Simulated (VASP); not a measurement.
Write the native input for VASP 6.6.1 that does the following.

```yaml
Task: relaxation of cell and atoms
Functional: PBE
Potentials_or_basis: VASP PAW PBE potentials, release 64 (Si, Sb, Te)
Cutoff: 600 eV
k_mesh: 12 × 12 × 4
Occupations: gaussian, width 0.1 eV
Spin: no spin polarisation
Dipole_correction: no
Further_INCAR_settings: ALGO = Normal; EDIFF = 1e-06; IBRION = 2; EDIFFG = -0.01; NSW = 100; ISIF = 3
```

The structure of SiSbTe3 lies in POSCAR:

```
SiSbTe3
1.0
    4.8947424446      0.0000000000      0.0000000000
   -2.4473712223      4.2389713020      0.0000000000
    0.0000000000      0.0000000000      9.1494519918
Si Sb Te
1 1 3
Direct
    0.0000000000      0.0000000000      0.5000000000
    0.3333333333      0.6666666667      0.0000000000
    0.6666666667      0.3333333333      0.3491936585
    0.6666666667      0.3333333333      0.6508063415
    0.0000000000      0.0000000000      0.0000000000
```

The input as run:

INCAR

```
  PREC = Accurate
  ENCUT = 600
  EDIFF = 1E-6
  ISMEAR = 0
  SIGMA = 0.1
  LREAL = F
  LASPH = T
  NELM = 100
  ALGO = Normal
  ISIF = 3
  LWAVE = F
  LCHARG = F
  GGA = PE
  IBRION = 2
  NSW = 100
  EDIFFG = -0.01
```

KPOINTS

```
regular mesh
0
Gamma
  12 12 4
```

Potentials or basis: VASP PAW PBE potentials, release 64 (Si, Sb, Te).

Run with:

```sh
$ cat potpaw_PBE.64/Si/POTCAR potpaw_PBE.64/Sb/POTCAR potpaw_PBE.64/Te/POTCAR > POTCAR
$ mpirun -np 1 vasp_std > vasp.out
```

Results of the run:

```yaml
Relaxed_volume: 37.99 Å³/atom
Relaxed_cell: a = 4.895 Å, b = 4.895 Å, c = 9.153 Å, α = 90.00°, β = 90.00°, γ = 120.00°
Space_group_after_relaxing_to_0.05_Å: P-6m2 (No. 187)
Energy_gained_by_relaxing: 0.0 meV/atom
Ionic_steps: 2
Pressure_after_relaxing: 0.0 GPa
Largest_force_after_relaxing: 0.007 eV/Å
```

Caveat: this functional lacks dispersion, which binds the layers, so the pressure and a relaxed spacing across them are unreliable.

Run time: 2.4 min on 1 thread of Intel(R) Xeon(R) 6975P-C (Granite Rapids) (shared host), peak memory 0.52 GiB.
